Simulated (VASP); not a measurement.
# Be3H2 (P-3m1) in VASP: notebook

Runs on Be3H2. Level: PBE. Tasks: single point, relaxation of cell and atoms.

Everything below comes from runs of VASP 6.6.1. Logs are shortened: lines on timing, memory, paths and dates and some standing lists are left out, and cuts for length are marked.

## 1. The cell of the first run

The structure is trigonal, space group P-3m1 (No. 164). Conventional cell: a = 2.295 Å, b = 2.295 Å, c = 7.414 Å, α = 90.00°, β = 90.00°, γ = 120.00°. Be (site symmetry -3m) has 12 Be at 2.28 to 2.30 Å within 3.0 Å. Be (site symmetry 3m) has 3 H at 1.60 Å within 2.1 Å. H (site symmetry 3m) has 3 Be at 1.60 Å within 2.1 Å.

## 2. Single point, PBE

INCAR

```
PREC = Accurate
ENCUT = 520
EDIFF = 1E-7
ISMEAR = 0
SIGMA = 0.1
LREAL = F
LASPH = T
NELM = 100
ALGO = Normal
ISIF = 2
LWAVE = F
LCHARG = F
GGA = PE
NBANDS = 12
```

KPOINTS

```
Automatic mesh
0
Gamma
  18 18 6
```

POSCAR

```
Be3H2
1.0
    2.2951156036      0.0000000000      0.0000000000
   -1.1475578018      1.9876284174      0.0000000000
    0.0000000000      0.0000000000      7.4141677099
Be H
3 2
Direct
    0.0000000000      0.0000000000      0.0000000000
    0.6666666667      0.3333333333      0.2499256102
    0.3333333333      0.6666666667      0.7500743898
    0.6666666667      0.3333333333      0.6296117386
    0.3333333333      0.6666666667      0.3703882614
```

Potentials or basis: VASP PAW PBE potentials, release 64 (Be, H).

The run is started by

```bash
$ cat potpaw_PBE.64/Be/POTCAR potpaw_PBE.64/H/POTCAR > POTCAR
$ mpirun -np 1 vasp_std > vasp.out
```

OUTCAR:

```text
PREC = Accurate
   ENCUT = 520
   EDIFF = 1E-7
   ISMEAR = 0
   LREAL = F
   LASPH = T
   NELM = 100
   ISIF = 2
   GGA = PE

 ion  position               nearest neighbor table
   1  0.000  0.000  0.000-   2 2.28   3 2.28   2 2.28   3 2.28   2 2.28   3 2.28
   2  0.667  0.333  0.250-   5 1.60   5 1.60   5 1.60   1 2.28   1 2.28   1 2.28
   3  0.333  0.667  0.750-   4 1.60   4 1.60   4 1.60   1 2.28   1 2.28   1 2.28
   4  0.667  0.333  0.630-   3 1.60   3 1.60   3 1.60
   5  0.333  0.667  0.370-   2 1.60   2 1.60   2 1.60

  LATTYP: Found a hexagonal cell.
 ALAT       =     2.2951156036
 C/A-ratio  =     3.2304114434

  Lattice vectors:

 A1 = (   2.2951156036,   0.0000000000,   0.0000000000)
 A2 = (  -1.1475578018,   1.9876284174,   0.0000000000)
 A3 = (   0.0000000000,   0.0000000000,   7.4141677099)

Analysis of symmetry for initial positions (statically):
=====================================================================
 Subroutine PRICEL returns:
 Original cell was already a primitive cell.

 Routine SETGRP: Setting up the symmetry group for a
 hexagonal supercell.

 Subroutine GETGRP returns: Found 12 space group operations
 (whereof 12 operations were pure point group operations)
 out of a pool of 24 trial point group operations.

The static configuration has the point symmetry D_3d.

Analysis of symmetry for dynamics (positions and initial velocities):
=====================================================================
 Subroutine PRICEL returns:
 Original cell was already a primitive cell.

 Routine SETGRP: Setting up the symmetry group for a
 hexagonal supercell.

 Subroutine GETGRP returns: Found 12 space group operations
 (whereof 12 operations were pure point group operations)
 out of a pool of 24 trial point group operations.

The dynamic configuration has the point symmetry D_3d.

 Subroutine INISYM returns: Found 12 space group operations
 (whereof 12 operations are pure point group operations),
 and found     1 'primitive' translations

----------------------------------------------------------------------------------------

                                     Primitive cell

  volume of cell :      33.8222

  direct lattice vectors                    reciprocal lattice vectors
     2.295115604  0.000000000  0.000000000     0.435707900  0.251556073  0.000000000
[... 104 lines left out ...]
   NUPDOWN=      -1.0000    fix difference up-down
   EMIN   =  10.00;   EMAX   =-10.00  energy-range for DOS
   EFERMI =   0.00;   METHOD = LEGACY
   ISMEAR =     0;   SIGMA  =   0.10  broadening in eV -4-tet -1-fermi 0-gaus
   EFERMI_NEDOS =   21; number of points for ismear=-14 and -15
   IALGO  =     38    algorithm
   IMIX   =      4    mixing-type and parameters
     AMIX     =   0.40;   BMIX     =  1.00
     AMIX_MAG =   1.60;   BMIX_MAG =  1.00
  volume/ion in A,a.u.               =       6.76        45.65
  Fermi-wavevector in a.u.,A,eV,Ry     =   1.012443  1.913241 13.946539  1.025042
  Thomas-Fermi vector in A             =   2.145553
   LORBIT       =      0    0 simple, 1 ext, 2 COOP (PROOUT), +10 PAW based schemes
   GGA     = PE    functional components
   LHFCALC =     F    Hartree Fock is set to
   AEXX    =    0.0000 exact exchange contribution
   IVDW    =     0    specifies the selected vdW correction
   LEPSILON=     F    determine dielectric tensor
   LRPA    =     F    only Hartree local field effects (RPA)
 non-spin polarized calculation
 Gauss-broadening in eV      SIGMA  =   0.10
  energy-cutoff  :      520.00
  volume of cell :       33.82
 maximum number of plane-waves:       945
 NGX is ok and might be reduce to    18
   NGX =  9   NGY =  9   NGZ = 27

 number of electron       8.0000001 magnetization

 Free energy of the ion-electron system (eV)
  ---------------------------------------------------
  ext. energy  EPLUGINS =         0.00000000
  ---------------------------------------------------
  free energy    TOTEN  =       -16.94512352 eV

  energy without entropy =      -16.93784453  energy(sigma->0) =      -16.94148402

 E-fermi :   4.8307     XC(G=0):  -9.9786

 val. band max:        4.8249015696   @ k =   0.4444   0.1111   0.1667
 cond. band min:       4.8476744523   @ k =   0.4444   0.0556   0.0000
 fundamental gap:      0.0227728826
 Fermi energy:         4.8307341891

 k-point     1 :       0.0000    0.0000    0.0000
  band No.  band energies     occupation
      1      -6.8564      2.00000
      2      -5.3622      2.00000
      3      -3.8657      2.00000
      4       0.0756      2.00000
      5       6.5900      0.00000
      6      15.2811      0.00000
      7      15.6912      0.00000
      8      21.0183      0.00000
      9      21.0183      0.00000
     10      21.4298      0.00000
     11      21.4298      0.00000
     12      22.9401      0.00000
[... 331 lines left out ...]
 k-point    24 :       0.3889    0.1111    0.0000
  band No.  band energies     occupation
      1      -1.4396      2.00000
      2      -0.7226      2.00000
      3       1.8073      2.00000
      4       4.3730      2.00000
      5       5.3726      0.00000
      6       8.1798      0.00000
      7       8.3840      0.00000
      8      11.5289      0.00000
      9      11.8547      0.00000
     10      13.3469      0.00000
     11      15.1500      0.00000
     12      16.1921      0.00000

 [... further k-points ...]

------------------------ aborting loop because EDIFF is reached ----------------------------------------

  FORCE on cell =-STRESS in cart. coord.  units (eV):
  Direction    XX          YY          ZZ          XY          YZ          ZX
  --------------------------------------------------------------------------------------
  -------------------------------------------------------------------------------------
  Total       -0.0069536     -0.0069536     -0.0062925      0.0000000      0.0000000     -0.0000000
  in kB       -0.3293973     -0.3293973     -0.2980786      0.0000000      0.0000000     -0.0000000
  external PRESSURE =      -0.3189577 kB  Pullay stress =       0.0000000 kB

 VOLUME and BASIS-vectors are now :
 -----------------------------------------------------------------------------
  energy-cutoff  :      520.00
  volume of cell :       33.82
      direct lattice vectors                 reciprocal lattice vectors
     2.295115604  0.000000000  0.000000000     0.435707900  0.251556073  0.000000000
    -1.147557802  1.987628417  0.000000000     0.000000000  0.503112147  0.000000000
     0.000000000  0.000000000  7.414167710     0.000000000  0.000000000  0.134876906

 POSITION                                       TOTAL-FORCE (eV/Angst)
 -----------------------------------------------------------------------------------
      0.00000      0.00000      0.00000        -0.000000      0.000000      0.000000
      1.14756      0.66254      1.85299        -0.000000     -0.000000     -0.001810
     -0.00000      1.32509      5.56118        -0.000000      0.000000      0.001810
      1.14756      0.66254      4.66805         0.000000      0.000000     -0.004407
     -0.00000      1.32509      2.74612        -0.000000     -0.000000      0.004407
 -----------------------------------------------------------------------------------
    total drift:                               -0.000000     -0.000000     -0.000000

  FREE ENERGIE OF THE ION-ELECTRON SYSTEM (eV)
  ---------------------------------------------------
  free  energy   TOTEN  =       -16.9451235181 eV

  energy  without entropy=      -16.9378445302  energy(sigma->0) =      -16.94148402
```

OSZICAR:

```text
N       E                     dE             d eps       ncg     rms          rms(c)
DAV:   1    -0.452704446164E+00   -0.45270E+00   -0.35937E+03  4856   0.562E+02
DAV:   2    -0.168927662904E+02   -0.16440E+02   -0.15834E+02  6356   0.101E+02
DAV:   3    -0.174125422071E+02   -0.51978E+00   -0.50903E+00  7112   0.137E+01
DAV:   4    -0.174139794607E+02   -0.14373E-02   -0.14361E-02  5768   0.705E-01
DAV:   5    -0.174139839878E+02   -0.45271E-05   -0.45267E-05  6800   0.380E-02    0.329E+00
DAV:   6    -0.170605930210E+02    0.35339E+00   -0.55611E-01  5968   0.298E+00    0.203E+00
DAV:   7    -0.169504663857E+02    0.11013E+00   -0.14499E-01  5748   0.178E+00    0.631E-01
DAV:   8    -0.169444340047E+02    0.60324E-02   -0.17716E-02  5984   0.708E-01    0.122E-01
DAV:   9    -0.169450833594E+02   -0.64935E-03   -0.12294E-03  5916   0.198E-01    0.281E-02
DAV:  10    -0.169451181741E+02   -0.34815E-04   -0.14626E-04  6176   0.566E-02    0.797E-03
DAV:  11    -0.169451225127E+02   -0.43387E-05   -0.28239E-05  6004   0.297E-02    0.299E-03
DAV:  12    -0.169451235685E+02   -0.10558E-05   -0.23709E-06  6224   0.100E-02    0.142E-03
DAV:  13    -0.169451235181E+02    0.50467E-07   -0.99360E-08  5680   0.194E-03
   1 F= -.16945124E+02 E0= -.16941484E+02  d E =-.727899E-02
```

It took 30 s on 1 thread of Intel Xeon 6975P-C (Granite Rapids), shared host; peak memory 0.19 GiB.

What came out:

* Free energy: -16.9451 eV
* Pressure: 0.0 GPa
* Largest force: 0.004 eV/Å
* Band gap on the k mesh: zero (band 4 reaches 5.18 eV, above the bottom of band 5 at 4.55 eV)

Forces in eV/Å, atoms in the order of the input:
```
Be   0.000  0.000  0.000
Be   0.000  0.000 -0.002
Be   0.000  0.000  0.002
H    0.000  0.000 -0.004
H    0.000  0.000  0.004
```

## 3. Relaxation of cell and atoms, PBE

This run uses another cell than the first one, of 6.80 Å³/atom, 1.005 times its volume.

INCAR

```
SYSTEM = Be3H2
PREC = Accurate
ENCUT = 600
EDIFF = 1E-6
ISMEAR = 0
SIGMA = 0.1
LREAL = .FALSE.
LASPH = .TRUE.
NELM = 100
ALGO = Normal
ISIF = 3
LWAVE = .FALSE.
LCHARG = .FALSE.
GGA = PE
IBRION = 2
NSW = 100
EDIFFG = -0.01
```

KPOINTS

```
regular mesh
0
G
  18 18 6
  0 0 0
```

POSCAR

```
Be3H2
1.0
    2.2951934728      0.0000000000      0.0000000000
   -1.1475967364      1.9876958541      0.0000000000
    0.0000000000      0.0000000000      7.4516690041
Be H
3 2
Direct
    0.0000000000      0.0000000000      0.0000000000
    0.6666666667      0.3333333333      0.2482374361
    0.3333333333      0.6666666667      0.7517625639
    0.6666666667      0.3333333333      0.6317708017
    0.3333333333      0.6666666667      0.3682291983
```

Potentials or basis: VASP PAW PBE potentials, release 64 (Be, H).

The run is started by

```bash
$ cat potpaw_PBE.64/Be/POTCAR potpaw_PBE.64/H/POTCAR > POTCAR
$ mpirun -np 1 vasp_std > vasp.out
```

It took 36 s on 1 thread of Intel Xeon 6975P-C (Granite Rapids), shared host; peak memory 0.19 GiB.

It converged, with:

| Item | Value |
| --- | --- |
| Free energy | -16.9461 eV |
| Relaxed volume | 6.81 Å³/atom |
| Relaxed cell | a = 2.296 Å, b = 2.296 Å, c = 7.456 Å, α = 90.00°, β = 90.00°, γ = 120.00° |
| Space group after relaxing (to 0.05 Å) | P-3m1 (No. 164) |
| Energy gained by relaxing | 0.0 meV/atom |
| Ionic steps | 3 |
| Pressure after relaxing | 0.0 GPa |
| Largest force after relaxing | 0.007 eV/Å |
| Band gap on the k mesh | zero (band 4 reaches 5.12 eV, above the bottom of band 5 at 4.47 eV) |

Forces in eV/Å, atoms in the order of the input:
```
Be   0.000  0.000  0.000
Be   0.000  0.000  0.001
Be   0.000  0.000 -0.001
H    0.000  0.000 -0.007
H    0.000  0.000  0.007
```

Stress tensor (GPa, compression positive):
```
 0.04  0.00  0.00
 0.00  0.04  0.00
 0.00  0.00 -0.13
```

Final structure:
```
Be H
1.0
     2.29617    0.00000    0.00000
    -1.14808    1.98854    0.00000
     0.00000    0.00000    7.45584
Be H
3 2
Direct
  0.00000 0.00000 0.00000
  0.66667 0.33333 0.24861
  0.33333 0.66667 0.75139
  0.66667 0.33333 0.63176
  0.33333 0.66667 0.36824
```

Levels at points of the mesh, in eV from the Fermi level:
```csv
k point,band 2,band 3,band 4,band 5,band 6,band 7
"(0.00, 0.00, 0.00)",-10.22,-8.66,-4.78,1.74,10.28,10.76
"(0.50, 0.00, 0.00)",-5.64,-2.95,-0.56,-0.30,2.81,4.15
"(0.00, 0.00, 0.50)",-10.93,-7.58,-5.87,4.23,5.22,16.11
"(0.50, 0.00, 0.50)",-5.79,-2.93,-0.99,0.47,2.81,3.73
```

(Part 1 of 2 ends here.)
